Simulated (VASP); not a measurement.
BN, 4 atoms in the cell. The structure is hexagonal, space group P6_3mc (No. 186). The conventional cell has a = 2.656 Å, b = 2.656 Å, c = 3.889 Å, α = 90.00°, β = 90.00°, γ = 120.00°. B (site symmetry 3m) has 4 N at 1.46 to 1.61 Å within 1.9 Å. N (site symmetry 3m) has 4 B at 1.46 to 1.61 Å within 1.9 Å.  This cell differs from its parent crystal: strain +0.040 along x and y, -0.080 along z.

* Program: VASP 6.6.1
* Task: single point
* Functional: LDA
* Potentials or basis: VASP PAW LDA potentials, release 64 (B, N)
* Cutoff: 520 eV
* k mesh: 12 × 12 × 6
* Occupations: gaussian, width 0.05 eV
* Spin: no spin polarisation
* Dipole correction: no
* Further INCAR settings: ALGO = Normal; EDIFF = 1e-07; NBANDS = 16

Potentials or basis: VASP PAW LDA potentials, release 64 (B, N).

Run with:

```bash
$ cat potpaw_LDA.64/B/POTCAR potpaw_LDA.64/N/POTCAR > POTCAR
$ mpirun -np 1 vasp_std > vasp.out
```

Hardware: 1 thread of Intel Xeon 6975P-C, on a shared host.

Q: How long does it take, and how much memory?

A: Run time: 46 s on 1 thread of Intel Xeon 6975P-C, on a shared host, peak memory 0.14 GiB. Counts: scf iterations 13, k points 76.
